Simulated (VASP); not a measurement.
A run of VASP 6.6.1 is set up as follows.

Contents of INCAR:

```
SYSTEM = MnS
  PREC = Accurate
  ENCUT = 520
  EDIFF = 1E-7
  ISMEAR = -1
  SIGMA = 0.025
  LREAL = .FALSE.
  LASPH = .TRUE.
  NELM = 150
  ALGO = Normal
  ISIF = 2
  LWAVE = .FALSE.
  LCHARG = .FALSE.
  ISPIN = 2
  MAGMOM = 2.8 0
  LORBIT = 11
  LMAXMIX = 4
  GGA = PS
  NBANDS = 20
```

The input KPOINTS:

```
Automatic mesh
0
G
  9 9 9
  0 0 0
```

The input POSCAR:

```
MnS
1.0
    3.0990400000      0.0000000000      0.0000000000
    0.0000000000      3.0990400000      0.0000000000
    0.0000000000      0.0000000000      3.0990400000
Mn S
1 1
Direct
    0.5000000000      0.5000000000      0.5000000000
    0.0000000000      0.0000000000      0.0000000000
```

Potentials or basis: VASP PAW PBE potentials, release 64 (Mn_pv, S).

The run is started by

```bash
$ cat potpaw_PBE.64/Mn_pv/POTCAR potpaw_PBE.64/S/POTCAR > POTCAR
$ mpirun -np 1 vasp_std > vasp.out
```

(1) Estimate the pressure.

(2) Predict the net moment.

Answers

(1) -13.2 GPa.

(2) 3.30 μB per cell.

Caveat: the PAW data sets were made with another functional, which shifts forces and pressure a little; a cell with one magnetic atom can't hold antiferromagnetic order, which such compounds often take.
